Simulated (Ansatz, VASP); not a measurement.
## Two plane-wave programs on Ir

```xyz
2
Lattice="2.7514 0.0000 0.0000 -1.3757 2.3828 0.0000 0.0000 0.0000 4.4623" Properties=species:S:1:pos:R:3 pbc="T T T"
Ir    0.0000    1.5885    1.1156
Ir    1.3757    0.7943    3.3467
```

Alike in both runs: task single point; functional PBE; k mesh 11 × 11 × 6; occupations gaussian, width 0.023 eV; no spin polarisation.

|  | VASP | Ansatz |
| --- | --- | --- |
| version | VASP 6.6.1 | Ansatz 0.2.0 |
| potentials or method | VASP PAW PBE potentials, release 64 (Ir) | Ansatz PAW |
| plane-wave cutoff (eV) | 520 | 420 |
| valence electrons in the cell | 18 | 34 |

|  | VASP | Ansatz | Ansatz less VASP |
| --- | --- | --- | --- |
| gap on the k mesh at the Fermi level (eV) | none | none | - |
| pressure (GPa) | -1.0 | -1.4 | -0.44 |
| traceless stress, the component that is largest in VASP (GPa) | 0.50 | 0.41 | -0.095 |

A gap of «none» marks a metal or a gap that the smearing closes. With one functional, cell and mesh, what is left measures potentials, basis and numerics. VASP's potentials hold 18 valence electrons a cell and Ansatz's 34, so a difference there can come from the potentials and not from the codes.

Spin-orbit coupling is off throughout.
